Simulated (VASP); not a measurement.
# Cu (Fm-3m) in VASP: further runs

Runs on Cu. Level: r2SCAN. Tasks: single point, relaxation of cell and atoms.

All numbers are computed with VASP 6.6.1; they aren't measurements. Logs are shortened: lines on timing, memory, paths and dates and some standing lists are left out, and cuts for length are marked.

## Step 1: The cell of the first run

Symmetry: Fm-3m, No. 225, cubic system. The conventional cell has a = 3.577 Å, b = 3.577 Å, c = 3.577 Å, α = 90.00°, β = 90.00°, γ = 90.00°. Within 3.3 Å of Cu (site symmetry m-3m) lie 12 Cu at 2.53 Å.

## Step 2: Single point, r2SCAN

POSCAR

```
Cu
1.0
    0.0000000000      1.7883182100      1.7883182100
    1.7883182100      0.0000000000      1.7883182100
    1.7883182100      1.7883182100      0.0000000000
Cu
1
Direct
    0.0030000000      0.0030000000      0.0030000000
```

INCAR.step1

```
PREC = Accurate ; ENCUT = 520
ISMEAR = 0 ; SIGMA = 0.1
LREAL = F ; LASPH = T
NELM = 100 ; NBANDS = 12
GGA = PE ; ALGO = Normal
EDIFF = 1E-4 ; LWAVE = T
LCHARG = F
```

INCAR.step2

```
PREC = Accurate ; ENCUT = 520
EDIFF = 1E-7 ; ISMEAR = 0
SIGMA = 0.1 ; LREAL = F
LASPH = T ; NELM = 100
ALGO = Normal ; ISIF = 2
LWAVE = F ; LCHARG = T
METAGGA = R2SCAN ; LMIXTAU = T
LELF = T ; LVHAR = T
NBANDS = 12 ; ISTART = 1
```

KPOINTS

```
regular mesh
0
Gamma
  26 26 26
```

Potentials or basis: VASP PAW PBE potentials, release 64 (Cu).

The run is started by

```
$ cat potpaw_PBE.64/Cu/POTCAR > POTCAR
$ cp INCAR.step1 INCAR
$ mpirun -np 1 vasp_std > vasp.out
$ cp INCAR.step2 INCAR
$ mpirun -np 1 vasp_std > vasp.out
```

OUTCAR:

```text
PREC = Accurate
   ENCUT = 520
   EDIFF = 1E-7
   ISMEAR = 0
   LREAL = F
   LASPH = T
   NELM = 100
   ISIF = 2
   METAGGA = R2SCAN
   ISTART = 1

 ion  position               nearest neighbor table
   1  0.003  0.003  0.003-

  LATTYP: Found a face centered cubic cell.
 ALAT       =     3.5766364200

  Lattice vectors:

 A1 = (   0.0000000000,   1.7883182100,   1.7883182100)
 A2 = (   1.7883182100,   0.0000000000,   1.7883182100)
 A3 = (   1.7883182100,   1.7883182100,   0.0000000000)

Analysis of symmetry for initial positions (statically):
=====================================================================
 Subroutine PRICEL returns:
 Original cell was already a primitive cell.

 Routine SETGRP: Setting up the symmetry group for a
 face centered cubic supercell.

 Subroutine GETGRP returns: Found 48 space group operations
 (whereof  6 operations were pure point group operations)
 out of a pool of 48 trial point group operations.

The static configuration has the point symmetry C_3v.
 The point group associated with its full space group is O_h .

Analysis of symmetry for dynamics (positions and initial velocities):
=====================================================================
 Subroutine PRICEL returns:
 Original cell was already a primitive cell.

 Routine SETGRP: Setting up the symmetry group for a
 face centered cubic supercell.

 Subroutine GETGRP returns: Found 48 space group operations
 (whereof  6 operations were pure point group operations)
 out of a pool of 48 trial point group operations.

The dynamic configuration has the point symmetry C_3v.
 The point group associated with its full space group is O_h .

 Subroutine INISYM returns: Found 48 space group operations
 (whereof  6 operations are pure point group operations),
 and found     1 'primitive' translations

----------------------------------------------------------------------------------------

                                     Primitive cell

  volume of cell :      11.4384

  direct lattice vectors                    reciprocal lattice vectors
     0.000000000  1.788318210  1.788318210    -0.279592299  0.279592299  0.279592299
     1.788318210  0.000000000  1.788318210     0.279592299 -0.279592299  0.279592299
     1.788318210  1.788318210  0.000000000     0.279592299  0.279592299 -0.279592299

  length of vectors
     2.529063866  2.529063866  2.529063866     0.484268068  0.484268068  0.484268068

  position of ions in fractional coordinates (direct lattice)
     0.003000000  0.003000000  0.003000000

  ion indices of the primitive-cell ions
   primitive index   ion index
                 1           1

----------------------------------------------------------------------------------------

 KPOINTS: regular mesh

Automatic generation of k-mesh.
 Grid dimensions read from file:
 generate k-points for:   26   26   26

 Generating k-lattice:

  Cartesian coordinates                     Fractional coordinates (reciprocal lattice)
    -0.010753550  0.010753550  0.010753550     0.038461538  0.000000000  0.000000000
     0.010753550 -0.010753550  0.010753550     0.000000000  0.038461538  0.000000000
     0.010753550  0.010753550 -0.010753550     0.000000000  0.000000000  0.038461538

  Length of vectors
     0.018625695  0.018625695  0.018625695

  Shift w.r.t. Gamma in fractional coordinates (k-lattice)
     0.000000000  0.000000000  0.000000000

 Subroutine IBZKPT returns following result:
 ===========================================

 Found    511 irreducible k-points:

 Following reciprocal coordinates:
            Coordinates               Weight
  0.000000  0.000000  0.000000      1.000000
  0.038462  0.000000  0.000000      8.000000
  0.076923  0.000000  0.000000      8.000000
  0.115385  0.000000  0.000000      8.000000
  0.153846  0.000000  0.000000      8.000000
  0.192308  0.000000  0.000000      8.000000
[... 16 lines left out ...]
  0.346154  0.038462  0.000000     24.000000
  0.384615  0.038462  0.000000     24.000000
 [... further k-points ...]
   k-points           NKPTS =    511   k-points in BZ     NKDIM =    511   number of bands    NBANDS=     12
   number of dos      NEDOS =    301   number of ions     NIONS =      1
   total plane-waves  NPLWV =   8000
   dimension x,y,z NGX =    20 NGY =   20 NGZ =   20
   dimension x,y,z NGXF=    40 NGYF=   40 NGZF=   40
   ions per type =               1
   NGX,Y,Z   is equivalent  to a cutoff of  13.15, 13.15, 13.15 a.u.
   NGXF,Y,Z  is equivalent  to a cutoff of  26.29, 26.29, 26.29 a.u.
 SYSTEM =  unknown system
   PREC   = accura    normal or accurate (medium, high low for compatibility)
   ISTART =      1    job   : 0-new  1-cont  2-samecut
   ICHARG =      0    charge: 1-file 2-atom 10-const
   ISPIN  =      1    spin polarized calculation?
   LNONCOLLINEAR =      F non collinear calculations
   LSORBIT =      F    spin-orbit coupling
   LASPH  =      T    aspherical Exc in radial PAW
   ENCUT  =  520.0 eV  38.22 Ry    6.18 a.u.   4.70  4.70  4.70*2*pi/ulx,y,z
   NELM   =    100;   NELMIN=  2; NELMDL=  0     # of ELM steps
   EDIFF  = 0.1E-06   stopping-criterion for ELM
   LREAL  =      F    real-space projection
   EDIFFG = 0.1E-05   stopping-criterion for IOM
   NSW    =      0    number of steps for IOM
   IBRION =     -1    ionic relax: 0-MD 1-quasi-New 2-CG
   NFREE  =      0    steps in history (QN), initial steepest desc. (CG)
   ISIF   =      2    stress and relaxation
   ISYM   =      2    0-nonsym 1-usesym 2-fastsym
   POTIM  = 0.5000    time-step for ionic-motion
   TEBEG  =    0.0;   TEEND  =   0.0 temperature during run
   PSTRESS=    0.0 pullay stress
   NELECT =      11.0000    total number of electrons
   NUPDOWN=      -1.0000    fix difference up-down
   EMIN   =  10.00;   EMAX   =-10.00  energy-range for DOS
   EFERMI =   0.00;   METHOD = LEGACY
   ISMEAR =     0;   SIGMA  =   0.10  broadening in eV -4-tet -1-fermi 0-gaus
   EFERMI_NEDOS =   21; number of points for ismear=-14 and -15
   IALGO  =     38    algorithm
   IMIX   =      4    mixing-type and parameters
     AMIX     =   0.40;   BMIX     =  1.00
     AMIX_MAG =   1.60;   BMIX_MAG =  1.00
  volume/ion in A,a.u.               =      11.44        77.19
  Fermi-wavevector in a.u.,A,eV,Ry     =   1.615912  3.053630 35.527128  2.611170
  Thomas-Fermi vector in A             =   2.710583
   LORBIT       =      0    0 simple, 1 ext, 2 COOP (PROOUT), +10 PAW based schemes
   METAGGA = R2SCAN    functional components
   LHFCALC =     F    Hartree Fock is set to
   AEXX    =    0.0000 exact exchange contribution
   IVDW    =     0    specifies the selected vdW correction
   LEPSILON=     F    determine dielectric tensor
   LRPA    =     F    only Hartree local field effects (RPA)
 non-spin polarized calculation
 Gauss-broadening in eV      SIGMA  =   0.10
  energy-cutoff  :      520.00
  volume of cell :       11.44
 maximum number of plane-waves:       331
   NGX =  9   NGY =  9   NGZ =  9

 number of electron      11.0000005 magnetization

 Free energy of the ion-electron system (eV)
  ---------------------------------------------------
  ext. energy  EPLUGINS =         0.00000000
  ---------------------------------------------------
  free energy    TOTEN  =       -10.82781752 eV

  energy without entropy =      -10.82650154  energy(sigma->0) =      -10.82715953

 E-fermi :   7.8108     XC(G=0): -13.9608

 val. band max:        7.8004170602   @ k =   0.5000   0.1154   0.0000
 cond. band min:       7.8125017798   @ k =   0.5000   0.3462   0.1538
 fundamental gap:      0.0120847196
 Fermi energy:         7.8107847327

 k-point     1 :       0.0000    0.0000    0.0000
  band No.  band energies     occupation
      1      -2.1259      2.00000
      2       4.5598      2.00000
      3       4.5598      2.00000
      4       4.5598      2.00000
      5       5.4176      2.00000
      6       5.4176      2.00000
      7      31.4456      0.00000
      8      34.7347      0.00000
      9      34.7347      0.00000
     10      34.7351      0.00000
     11      37.1510      0.00000
     12      37.1510      0.00000

 k-point     2 :       0.0385    0.0000    0.0000
  band No.  band energies     occupation
      1      -2.0684      2.00000
      2       4.5470      2.00000
      3       4.5709      2.00000
      4       4.5709      2.00000
      5       5.4130      2.00000
      6       5.4130      2.00000
      7      31.1992      0.00000
      8      33.7262      0.00000
      9      34.5170      0.00000
     10      34.5173      0.00000
     11      37.4484      0.00000
     12      37.4485      0.00000

 k-point     3 :       0.0769    0.0000    0.0000
  band No.  band energies     occupation
      1      -1.8971      2.00000
      2       4.5104      2.00000
      3       4.6022      2.00000
      4       4.6022      2.00000
      5       5.4013      2.00000
      6       5.4013      2.00000
      7      30.1076      0.00000
      8      32.7143      0.00000
      9      34.0527      0.00000
     10      34.0529      0.00000
     11      38.1403      0.00000
     12      38.1404      0.00000
[... 286 lines left out ...]
 k-point    23 :       0.3462    0.0385    0.0000
  band No.  band energies     occupation
      1       1.4768      2.00000
      2       4.4923      2.00000
      3       4.6170      2.00000
      4       4.6564      2.00000
      5       5.7472      2.00000
      6       5.8061      2.00000
      7      17.0528      0.00000
      8      30.2567      0.00000
      9      30.4653      0.00000
     10      32.7225      0.00000
     11      35.3987      0.00000
     12      37.2509      0.00000

 k-point    24 :       0.3846    0.0385    0.0000
  band No.  band energies     occupation
      1       1.9265      2.00000
      2       4.5674      2.00000
      3       4.6120      2.00000
      4       4.8478      2.00000
      5       5.9017      2.00000
      6       5.9196      2.00000
      7      15.3746      0.00000
      8      30.0181      0.00000
      9      30.4264      0.00000
     10      32.1629      0.00000
     11      35.1214      0.00000
     12      36.5113      0.00000

 [... further k-points ...]

------------------------ aborting loop because EDIFF is reached ----------------------------------------

  FORCE on cell =-STRESS in cart. coord.  units (eV):
  Direction    XX          YY          ZZ          XY          YZ          ZX
  --------------------------------------------------------------------------------------
  -------------------------------------------------------------------------------------
  Total        0.0445441      0.0445441      0.0445441      0.0000000      0.0000000      0.0000000
  in kB        6.2393032      6.2393032      6.2393032      0.0000000      0.0000000      0.0000000
  external PRESSURE =       6.2393032 kB  Pullay stress =       0.0000000 kB

 VOLUME and BASIS-vectors are now :
 -----------------------------------------------------------------------------
  energy-cutoff  :      520.00
  volume of cell :       11.44
      direct lattice vectors                 reciprocal lattice vectors
     0.000000000  1.788318210  1.788318210    -0.279592299  0.279592299  0.279592299
     1.788318210  0.000000000  1.788318210     0.279592299 -0.279592299  0.279592299
     1.788318210  1.788318210  0.000000000     0.279592299  0.279592299 -0.279592299

 POSITION                                       TOTAL-FORCE (eV/Angst)
 -----------------------------------------------------------------------------------
      0.01073      0.01073      0.01073         0.000000      0.000000      0.000000
 -----------------------------------------------------------------------------------
    total drift:                               -0.000195     -0.000195     -0.000195

  FREE ENERGIE OF THE ION-ELECTRON SYSTEM (eV)
  ---------------------------------------------------
  free  energy   TOTEN  =       -10.8278175159 eV

  energy  without entropy=      -10.8265015371  energy(sigma->0) =      -10.82715953
```

Run time: 2.8 min. Hardware: 1 thread of Intel Xeon Platinum 8559C (Emerald Rapids), shared host; peak memory 0.18 GiB.

What came out:

```yaml
Free_energy: -10.8278 eV
Pressure: 0.6 GPa
Band_gap_on_the_k_mesh: zero (an odd number of electrons rules out a gap without spin polarisation)
```

Levels at points of the mesh, in eV from the Fermi level:
```csv
k point,band 2,band 3,band 4,band 5,band 6,band 7,band 8,band 9,band 10,band 11
"(0.00, 0.00, 0.00)",-3.25,-3.25,-3.25,-2.39,-2.39,23.63,26.92,26.92,26.92,29.34
"(0.50, 0.00, 0.00)",-3.30,-3.30,-1.78,-1.78,-1.16,4.13,22.13,23.65,23.65,26.53
"(0.50, 0.50, 0.00)",-4.77,-1.81,-1.62,-1.62,1.55,7.65,14.01,14.01,18.45,21.69
```

Caveat: the PAW data sets were made with another functional, which shifts forces and pressure a little.

## Step 3: Relaxation of cell and atoms, r2SCAN

This run uses another cell than the first one, of 11.81 Å³/atom.

POSCAR

```
Cu
1.0
    0.0000000000      1.8075000000      1.8075000000
    1.8075000000      0.0000000000      1.8075000000
    1.8075000000      1.8075000000      0.0000000000
Cu
1
Direct
    0.0030000000      0.0030000000      0.0030000000
```

INCAR.step1

```
SYSTEM = Cu
PREC = Accurate ; ENCUT = 600
ISMEAR = 0 ; SIGMA = 0.1
LREAL = .FALSE. ; LASPH = .TRUE.
NELM = 60 ; GGA = PE
ALGO = Normal ; EDIFF = 1E-4
LWAVE = .TRUE. ; LCHARG = .FALSE.
```

INCAR.step2

```
SYSTEM = Cu
PREC = Accurate ; ENCUT = 600
EDIFF = 1E-6 ; ISMEAR = 0
SIGMA = 0.1 ; LREAL = .FALSE.
LASPH = .TRUE. ; NELM = 60
ALGO = Normal ; ISIF = 3
LWAVE = .FALSE. ; LCHARG = .FALSE.
METAGGA = R2SCAN ; LMIXTAU = .TRUE.
IBRION = 2 ; NSW = 80
EDIFFG = -0.003 ; ISTART = 1
```

KPOINTS

```
regular mesh
0
G
  26 26 26
  0 0 0
```

Potentials or basis: VASP PAW PBE potentials, release 64 (Cu).

The run is started by

```
$ cat potpaw_PBE.64/Cu/POTCAR > POTCAR
$ cp INCAR.step1 INCAR
$ mpirun -np 1 vasp_std > vasp.out
$ cp INCAR.step2 INCAR
$ mpirun -np 1 vasp_std > vasp.out
```

Wall time 6.3 min (1 thread of Intel Xeon Platinum 8559C (Emerald Rapids), shared host); peak memory 0.19 GiB.

The run converged. Its results:

```yaml
Free_energy: -10.8284 eV
Relaxed_volume: 11.48 Å³/atom
Relaxed_cell: a = 2.532 Å, b = 2.532 Å, c = 2.532 Å, α = 60.00°, β = 60.00°, γ = 60.00°
Space_group_after_relaxing_to_0.1_Å: Fm-3m (No. 225)
Energy_gained_by_relaxing: 4.3 meV/atom
Ionic_steps: 4
Pressure_after_relaxing: 0.0 GPa
Band_gap_on_the_k_mesh: zero (an odd number of electrons rules out a gap without spin polarisation)
```

Step by step:
```
step  energy change (eV)  largest force (eV/Å)  pressure (GPa)  volume (Å³)
   1              0.0000                0.0000           -4.23        11.81
   2             -0.0024                0.0000            2.94        11.28
   3             -0.0043                0.0000           -0.10        11.49
   4             -0.0043                0.0000            0.03        11.48
```

Final structure:
```
Cu
1.0
     0.00000    1.79066    1.79066
     1.79066    0.00000    1.79066
     1.79066    1.79066    0.00000
Cu
1
Direct
  0.00300 0.00300 0.00300
```

Levels at points of the mesh, in eV from the Fermi level:
```tsv
k point	band 4	band 5	band 6	band 7	band 8	band 9
(0.00, 0.00, 0.00)	-3.24	-2.39	-2.39	23.60	26.86	26.86
(0.50, 0.00, 0.00)	-1.77	-1.77	-1.14	4.11	22.10	23.58
(0.50, 0.50, 0.00)	-1.61	-1.61	1.55	7.62	13.98	13.98
```

Caveat: the PAW data sets were made with another functional, which shifts forces and pressure a little.
